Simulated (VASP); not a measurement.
Crystal: F.

```
F
1.0
    -1.48125    1.48125    1.48125
     1.48125   -1.48125    1.48125
     1.48125    1.48125   -1.48125
F
1
Direct
  0.00000 0.00000 0.00000
```

* Program: VASP 6.6.1
* Task: relaxation of cell and atoms
* Functional: PBE
* Potentials or basis: VASP PAW PBE potentials, release 64 (F)
* Cutoff: 600 eV
* k mesh: 18 × 18 × 18
* Occupations: fermi-dirac, width 0.08 eV
* Spin: no spin polarisation

At the start: pressure -6.7 GPa; volume 13.00 Å³/atom.

Q: How do energy, volume and symmetry change on relaxing?

A: Over 7 steps the energy falls by 86.4 meV/atom and the volume is 9.99 Å³/atom (-23.2 %); space group Im-3m (No. 229, to 0.1 Å) before and after.

Step by step:
| step | energy change (eV) | largest force (eV/Å) | pressure (GPa) | volume (Å³) |
| --- | --- | --- | --- | --- |
| 1 | 0.0000 | 0.0000 | -6.67 | 13.00 |
| 2 | -0.0396 | 0.0000 | -5.98 | 12.01 |
| 3 | -0.0776 | 0.0000 | 4.63 | 9.34 |
| 4 | -0.0849 | 0.0000 | -1.51 | 10.29 |
| 5 | -0.0864 | 0.0000 | -0.22 | 10.03 |
| 6 | -0.0864 | 0.0000 | 0.08 | 9.98 |
| 7 | -0.0864 | 0.0000 | 0.03 | 9.99 |

Final structure:
```cif
data_structure
_symmetry_space_group_name_H-M 'P 1'
_symmetry_Int_Tables_number 1
_cell_length_a 2.3499
_cell_length_b 2.3499
_cell_length_c 2.3499
_cell_angle_alpha 109.471
_cell_angle_beta 109.471
_cell_angle_gamma 109.471
_cell_volume 9.99
loop_
_atom_site_label
_atom_site_type_symbol
_atom_site_fract_x
_atom_site_fract_y
_atom_site_fract_z
_atom_site_occupancy
F1 F 0.00000 0.00000 0.00000 1
```

Caveat: the volume moved by over 15 % at a fixed basis, so the end points are rough; an odd number of electrons without spin polarisation forces a metal; a magnetic or distorted state may lie lower.
